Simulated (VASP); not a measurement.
## Nb: single point with r2SCAN

The system is Nb.

```
CELL_PARAMETERS angstrom
0.00000 2.05155 2.08327
2.05155 0.00000 2.08327
2.05155 2.05155 0.00000
ATOMIC_POSITIONS crystal
Nb 0.00000 0.00000 0.00000
```

This cell differs from its parent crystal: strain -0.030 along x and y, -0.015 along z.

```json
{
 "Program": "VASP 6.6.1",
 "Task": "single point",
 "Functional": "r2SCAN",
 "Potentials or basis": "VASP PAW PBE potentials, release 64 (Nb_sv)",
 "Cutoff": "520 eV",
 "k mesh": "20 × 20 × 20",
 "Occupations": "gaussian, width 0.15 eV",
 "Spin": "no spin polarisation"
}
```

- Pressure: 11.7 GPa
- Band gap on the k mesh: zero (an odd number of electrons rules out a gap without spin polarisation)

Stress tensor (GPa, compression positive):
```
 9.89  0.00  0.00
 0.00  9.89  0.00
 0.00  0.00 15.38
```

Levels at points of the mesh, in eV from the Fermi level:
| k point | band 2 | band 3 | band 4 | band 5 | band 6 | band 7 | band 8 | band 9 | band 10 | band 11 |
| --- | --- | --- | --- | --- | --- | --- | --- | --- | --- | --- |
| (0.00, 0.00, 0.00) | -31.06 | -31.05 | -31.05 | -6.76 | -0.07 | 0.15 | 0.15 | 3.01 | 3.30 | 12.29 |
| (0.50, 0.00, 0.00) | -32.62 | -31.27 | -31.23 | -4.34 | -0.21 | 0.03 | 1.54 | 5.26 | 5.37 | 12.02 |
| (0.50, 0.50, 0.00) | -32.51 | -31.57 | -31.57 | -4.65 | -3.88 | 3.89 | 5.39 | 5.90 | 5.90 | 12.60 |
| (0.50, 0.00, 0.50) | -32.51 | -31.64 | -31.59 | -4.66 | -3.90 | 4.19 | 5.35 | 5.81 | 6.00 | 12.23 |

It took 4.9 min on 1 thread of Intel(R) Xeon(R) Platinum 8259CL CPU @ 2.50GHz (Skylake/Cascade Lake) (shared host), peak memory 0.25 GiB.

Caveat: the cell differs from its parent crystal (strain -0.030 along x and y, -0.015 along z); the cell stands under pressure; the PAW data sets were made with another functional, which shifts forces and pressure a little.
